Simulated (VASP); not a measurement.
# GaN (sol) (P6_3mc) in VASP: a series of runs

GaN (sol) is run at these levels: PBEsol; tasks: single point.

Program: VASP 6.6.1. These are calculated values, not measurements. Logs are shortened: lines on timing, memory, paths and dates and some standing lists are left out, and cuts for length are marked.

**1. The cell of the first run**

The structure is hexagonal, space group P6_3mc (No. 186). The conventional cell has a = 3.183 Å, b = 3.183 Å, c = 5.186 Å, α = 90.00°, β = 90.00°, γ = 120.00°. Within 2.6 Å of Ga (site symmetry 3m) lie 4 N at 1.95 Å. N (site symmetry 3m) has 4 Ga at 1.95 Å within 2.6 Å.

**2. Single point, PBEsol**

The input, INCAR:

```
PREC = Accurate
ENCUT = 520
EDIFF = 1E-6
ISMEAR = 0
SIGMA = 0.02
LREAL = False
LASPH = True
NELM = 60
ALGO = Normal
ISIF = 2
LWAVE = False
LCHARG = False
GGA = PS
NBANDS = 26
```

The input, KPOINTS:

```
Automatic mesh
0
Gamma
  12 12 6
```

The input, POSCAR:

```
GaN
1.0
    3.1828215508      0.0000000000      0.0000000000
   -1.5914107754      2.7564043187      0.0000000000
    0.0000000000      0.0000000000      5.1856744261
Ga N
2 2
Direct
    0.3333333333      0.6666666667      0.0001943559
    0.6666666667      0.3333333333      0.5001943559
    0.3333333333      0.6666666667      0.3768056441
    0.6666666667      0.3333333333      0.8768056441
```

Potentials or basis: VASP PAW PBE potentials, release 64 (Ga_d, N).

Run with:

```bash
$ cat potpaw_PBE.64/Ga_d/POTCAR potpaw_PBE.64/N/POTCAR > POTCAR
$ mpirun -np 1 vasp_std > vasp.out
```

OUTCAR:

```text
PREC = Accurate
   ENCUT = 520
   EDIFF = 1E-6
   ISMEAR = 0
   LREAL = False
   LASPH = True
   NELM = 60
   ISIF = 2
   GGA = PS

 ion  position               nearest neighbor table
   1  0.333  0.667  0.000-   4 1.95   4 1.95   4 1.95   3 1.95
   2  0.667  0.333  0.500-   3 1.95   3 1.95   3 1.95   4 1.95
   3  0.333  0.667  0.377-   2 1.95   2 1.95   2 1.95   1 1.95
   4  0.667  0.333  0.877-   1 1.95   1 1.95   1 1.95   2 1.95

  LATTYP: Found a hexagonal cell.
 ALAT       =     3.1828215508
 C/A-ratio  =     1.6292696098

  Lattice vectors:

 A1 = (   3.1828215508,   0.0000000000,   0.0000000000)
 A2 = (  -1.5914107754,   2.7564043187,   0.0000000000)
 A3 = (   0.0000000000,   0.0000000000,   5.1856744261)

Analysis of symmetry for initial positions (statically):
=====================================================================
 Subroutine PRICEL returns:
 Original cell was already a primitive cell.

 Routine SETGRP: Setting up the symmetry group for a
 hexagonal supercell.

 Subroutine GETGRP returns: Found 12 space group operations
 (whereof  6 operations were pure point group operations)
 out of a pool of 24 trial point group operations.

The static configuration has the point symmetry C_3v.
 The point group associated with its full space group is C_6v.

Analysis of symmetry for dynamics (positions and initial velocities):
=====================================================================
 Subroutine PRICEL returns:
 Original cell was already a primitive cell.

 Routine SETGRP: Setting up the symmetry group for a
 hexagonal supercell.

 Subroutine GETGRP returns: Found 12 space group operations
 (whereof  6 operations were pure point group operations)
 out of a pool of 24 trial point group operations.

The dynamic configuration has the point symmetry C_3v.
 The point group associated with its full space group is C_6v.

 Subroutine INISYM returns: Found 12 space group operations
 (whereof  6 operations are pure point group operations),
 and found     1 'primitive' translations

----------------------------------------------------------------------------------------

                                     Primitive cell

  volume of cell :      45.4947

  direct lattice vectors                    reciprocal lattice vectors
     3.182821551  0.000000000  0.000000000     0.314186637  0.181395740  0.000000000
    -1.591410775  2.756404319  0.000000000     0.000000000  0.362791479  0.000000000
     0.000000000  0.000000000  5.185674426     0.000000000  0.000000000  0.192838948

  length of vectors
     3.182821551  3.182821551  5.185674426     0.362791479  0.362791479  0.192838948

  position of ions in fractional coordinates (direct lattice)
     0.333333333  0.666666667  0.000194356
     0.666666667  0.333333333  0.500194356
     0.333333333  0.666666667  0.376805644
     0.666666667  0.333333333  0.876805644

  ion indices of the primitive-cell ions
   primitive index   ion index
                 1           1
                 2           2
                 3           3
                 4           4

----------------------------------------------------------------------------------------

 KPOINTS: Automatic mesh

Automatic generation of k-mesh.
 Grid dimensions read from file:
 generate k-points for:   12   12    6

 Generating k-lattice:

  Cartesian coordinates                     Fractional coordinates (reciprocal lattice)
     0.026182220  0.015116312  0.000000000     0.083333333  0.000000000  0.000000000
     0.000000000  0.030232623  0.000000000     0.000000000  0.083333333  0.000000000
     0.000000000  0.000000000  0.032139825     0.000000000  0.000000000  0.166666667

  Length of vectors
     0.030232623  0.030232623  0.032139825

  Shift w.r.t. Gamma in fractional coordinates (k-lattice)
     0.000000000  0.000000000  0.000000000

 Subroutine IBZKPT returns following result:
 ===========================================

 Found     76 irreducible k-points:

 Following reciprocal coordinates:
            Coordinates               Weight
  0.000000  0.000000  0.000000      1.000000
  0.083333  0.000000  0.000000      6.000000
  0.166667  0.000000  0.000000      6.000000
  0.250000 -0.000000  0.000000      6.000000
  0.333333  0.000000  0.000000      6.000000
  0.416667  0.000000  0.000000      6.000000
[... 16 lines left out ...]
  0.250000 -0.000000  0.166667     12.000000
  0.333333  0.000000  0.166667     12.000000
 [... further k-points ...]
   k-points           NKPTS =     76   k-points in BZ     NKDIM =     76   number of bands    NBANDS=     26
   number of dos      NEDOS =    301   number of ions     NIONS =      4
   total plane-waves  NPLWV =  23040
   dimension x,y,z NGX =    24 NGY =   24 NGZ =   40
   dimension x,y,z NGXF=    48 NGYF=   48 NGZF=   80
   ions per type =               2   2
   NGX,Y,Z   is equivalent  to a cutoff of  12.54, 12.54, 12.82 a.u.
   NGXF,Y,Z  is equivalent  to a cutoff of  25.07, 25.07, 25.65 a.u.
 SYSTEM =  unknown system
   PREC   = accura    normal or accurate (medium, high low for compatibility)
   ISTART =      0    job   : 0-new  1-cont  2-samecut
   ICHARG =      2    charge: 1-file 2-atom 10-const
   ISPIN  =      1    spin polarized calculation?
   LNONCOLLINEAR =      F non collinear calculations
   LSORBIT =      F    spin-orbit coupling
   LASPH  =      T    aspherical Exc in radial PAW
   ENCUT  =  520.0 eV  38.22 Ry    6.18 a.u.   5.92  5.92  9.64*2*pi/ulx,y,z
   NELM   =     60;   NELMIN=  2; NELMDL= -5     # of ELM steps
   EDIFF  = 0.1E-05   stopping-criterion for ELM
   LREAL  =      F    real-space projection
   EDIFFG = 0.1E-04   stopping-criterion for IOM
   NSW    =      0    number of steps for IOM
   IBRION =     -1    ionic relax: 0-MD 1-quasi-New 2-CG
   NFREE  =      0    steps in history (QN), initial steepest desc. (CG)
   ISIF   =      2    stress and relaxation
   ISYM   =      2    0-nonsym 1-usesym 2-fastsym
   POTIM  = 0.5000    time-step for ionic-motion
   TEBEG  =    0.0;   TEEND  =   0.0 temperature during run
   PSTRESS=    0.0 pullay stress
   NELECT =      36.0000    total number of electrons
   NUPDOWN=      -1.0000    fix difference up-down
   EMIN   =  10.00;   EMAX   =-10.00  energy-range for DOS
   EFERMI =   0.00;   METHOD = LEGACY
   ISMEAR =     0;   SIGMA  =   0.02  broadening in eV -4-tet -1-fermi 0-gaus
   EFERMI_NEDOS =   21; number of points for ismear=-14 and -15
   IALGO  =     38    algorithm
   IMIX   =      4    mixing-type and parameters
     AMIX     =   0.40;   BMIX     =  1.00
     AMIX_MAG =   1.60;   BMIX_MAG =  1.00
  volume/ion in A,a.u.               =      11.37        76.75
  Fermi-wavevector in a.u.,A,eV,Ry     =   1.514220  2.861460 31.196265  2.292861
  Thomas-Fermi vector in A             =   2.623906
   LORBIT       =      0    0 simple, 1 ext, 2 COOP (PROOUT), +10 PAW based schemes
   GGA     = PS    functional components
   LHFCALC =     F    Hartree Fock is set to
   AEXX    =    0.0000 exact exchange contribution
   IVDW    =     0    specifies the selected vdW correction
   LEPSILON=     F    determine dielectric tensor
   LRPA    =     F    only Hartree local field effects (RPA)
 non-spin polarized calculation
 Gauss-broadening in eV      SIGMA  =   0.02
  energy-cutoff  :      520.00
  volume of cell :       45.49
 maximum number of plane-waves:      1248
 NGX is ok and might be reduce to    24
   NGX = 11   NGY = 11   NGZ = 19

 number of electron      35.9999991 magnetization

 Free energy of the ion-electron system (eV)
  ---------------------------------------------------
  ext. energy  EPLUGINS =         0.00000000
  ---------------------------------------------------
  free energy    TOTEN  =       -26.26860103 eV

  energy without entropy =      -26.26860103  energy(sigma->0) =      -26.26860103

 E-fermi :   5.3739     XC(G=0): -11.9275

 val. band max:        5.2345420442   @ k =   0.0000   0.0000   0.0000
 cond. band min:       7.1267562096   @ k =   0.0000   0.0000   0.0000
 fundamental gap:      1.8922141654
 Fermi energy:         5.3739220265

 k-point     1 :       0.0000    0.0000    0.0000
  band No.  band energies     occupation
      1     -10.7813      2.00000
      2      -9.8131      2.00000
      3      -8.1715      2.00000
      4      -8.1557      2.00000
      5      -8.1557      2.00000
      6      -8.0929      2.00000
[... 18 lines left out ...]
     25      16.8856      0.00000
     26      16.8856      0.00000

 k-point     2 :       0.0833    0.0000    0.0000
  band No.  band energies     occupation
      1     -10.7104      2.00000
      2      -9.7943      2.00000
      3      -8.1653      2.00000
      4      -8.1453      2.00000
      5      -8.1340      2.00000
      6      -8.0853      2.00000
[... 18 lines left out ...]
     25      16.5271      0.00000
     26      17.0422      0.00000

 k-point     3 :       0.1667    0.0000    0.0000
  band No.  band energies     occupation
      1     -10.5168      2.00000
      2      -9.7480      2.00000
      3      -8.1406      2.00000
      4      -8.1200      2.00000
      5      -8.0777      2.00000
      6      -8.0468      2.00000
[... 18 lines left out ...]
     25      16.5377      0.00000
     26      17.4039      0.00000

 k-point     4 :       0.2500   -0.0000    0.0000
  band No.  band energies     occupation
      1     -10.2586      2.00000
      2      -9.6969      2.00000
      3      -8.1150      2.00000
      4      -8.0949      2.00000
      5      -8.0306      2.00000
      6      -7.9880      2.00000
[... 18 lines left out ...]
     25      16.5607      0.00000
     26      17.8868      0.00000
[... 496 lines left out ...]
      1     -10.4441      2.00000
      2      -9.7714      2.00000
      3      -8.1370      2.00000
      4      -8.1166      2.00000
      5      -8.0793      2.00000
      6      -8.0475      2.00000
[... 18 lines left out ...]
     25      16.1371      0.00000
     26      17.1922      0.00000

 k-point    23 :       0.2500   -0.0000    0.1667
  band No.  band energies     occupation
      1     -10.1997      2.00000
      2      -9.7108      2.00000
      3      -8.1156      2.00000
      4      -8.0884      2.00000
      5      -8.0444      2.00000
      6      -7.9956      2.00000
[... 18 lines left out ...]
     25      16.2433      0.00000
     26      17.7162      0.00000

 k-point    24 :       0.3333    0.0000    0.1667
  band No.  band energies     occupation
      1      -9.9798      2.00000
      2      -9.6656      2.00000
      3      -8.1073      2.00000
      4      -8.0721      2.00000
      5      -8.0163      2.00000
      6      -7.9457      2.00000
[... 18 lines left out ...]
     25      16.4691      0.00000
     26      18.3172      0.00000

 [... further k-points ...]
[... 5 lines left out ...]
  --------------------------------------------------------------------------------------
  -------------------------------------------------------------------------------------
  Total       -0.0548801     -0.0548801     -0.0403872      0.0000000     -0.0000000      0.0000000
  in kB       -1.9327023     -1.9327023     -1.4223094      0.0000000     -0.0000000      0.0000000
  external PRESSURE =      -1.7625713 kB  Pullay stress =       0.0000000 kB

 VOLUME and BASIS-vectors are now :
 -----------------------------------------------------------------------------
  energy-cutoff  :      520.00
  volume of cell :       45.49
      direct lattice vectors                 reciprocal lattice vectors
     3.182821551  0.000000000  0.000000000     0.314186637  0.181395740  0.000000000
    -1.591410775  2.756404319  0.000000000     0.000000000  0.362791479  0.000000000
     0.000000000  0.000000000  5.185674426     0.000000000  0.000000000  0.192838948

 POSITION                                       TOTAL-FORCE (eV/Angst)
 -----------------------------------------------------------------------------------
     -0.00000      1.83760      0.00101        -0.000000     -0.000000     -0.000546
      1.59141      0.91880      2.59385         0.000000      0.000000     -0.000546
     -0.00000      1.83760      1.95399        -0.000000     -0.000000      0.000546
      1.59141      0.91880      4.54683        -0.000000     -0.000000      0.000546
 -----------------------------------------------------------------------------------
    total drift:                               -0.000001     -0.000001      0.000021

  FREE ENERGIE OF THE ION-ELECTRON SYSTEM (eV)
  ---------------------------------------------------
  free  energy   TOTEN  =       -26.2686010306 eV

  energy  without entropy=      -26.2686010306  energy(sigma->0) =      -26.26860103
```

Run time: 28 s. Hardware: 1 thread of Intel Xeon 6975P-C (Granite Rapids), shared host; peak memory 0.21 GiB.

What came out:

```yaml
Free_energy: -26.2686 eV
Pressure: -0.2 GPa
Band_gap_on_the_k_mesh: 1.89 eV, direct
```

Levels at points of the mesh, in eV from the valence-band top:
```
           k point  band 15  band 16  band 17  band 18  band 19  band 20  band 21  band 22
(0.00, 0.00, 0.00)    -1.05    -0.04     0.00     0.00     1.89     4.21     9.11     9.82
(0.50, 0.00, 0.00)    -4.27    -2.79    -2.26    -1.01     4.94     5.51     5.95     8.57
(0.00, 0.00, 0.50)    -0.54    -0.54    -0.54    -0.54     4.22     4.22     8.38     8.38
(0.50, 0.00, 0.50)    -1.97    -1.97    -1.92    -1.92     4.30     4.30     7.70     7.70
```

Caveat: the PAW data sets were made with another functional, which shifts forces and pressure a little.

**3. Single point, PBEsol**

The input, INCAR:

```
SYSTEM = GaN
  ALGO = Normal
  EDIFF = 1E-6
  ENCUT = 520
  GGA = PS
  ISIF = 2
  ISMEAR = 0
  LASPH = .True.
  LCHARG = .True.
  LELF = .True.
  LREAL = .False.
  LVHAR = .True.
  LWAVE = .False.
  NBANDS = 26
  NELM = 80
  PREC = Accurate
  SIGMA = 0.01
```

The input, KPOINTS:

```
k-points
0
Gamma
  12 12 6
  0 0 0
```

POSCAR is that of step 2.

Potentials or basis: VASP PAW PBE potentials, release 64 (Ga_d, N).

Run with:

```bash
$ cat potpaw_PBE.64/Ga_d/POTCAR potpaw_PBE.64/N/POTCAR > POTCAR
$ mpirun -np 1 vasp_std > vasp.out
```

It took 28 s on 1 thread of Intel Xeon 6975P-C (Granite Rapids), shared host; peak memory 0.2 GiB.

The run converged. Its results:

| Quantity | Value |
| --- | --- |
| Free energy | -26.2686 eV |
| Pressure | -0.2 GPa |
| Band gap on the k mesh | 1.89 eV, direct |

Levels at points of the mesh, in eV from the valence-band top:
```tsv
k point	band 15	band 16	band 17	band 18	band 19	band 20	band 21	band 22
(0.00, 0.00, 0.00)	-1.05	-0.04	0.00	0.00	1.89	4.21	9.11	9.82
(0.50, 0.00, 0.00)	-4.27	-2.79	-2.26	-1.01	4.94	5.51	5.95	8.57
(0.00, 0.00, 0.50)	-0.54	-0.54	-0.54	-0.54	4.22	4.22	8.38	8.38
(0.50, 0.00, 0.50)	-1.97	-1.97	-1.92	-1.92	4.30	4.30	7.70	7.70
```

Caveat: the PAW data sets were made with another functional, which shifts forces and pressure a little.
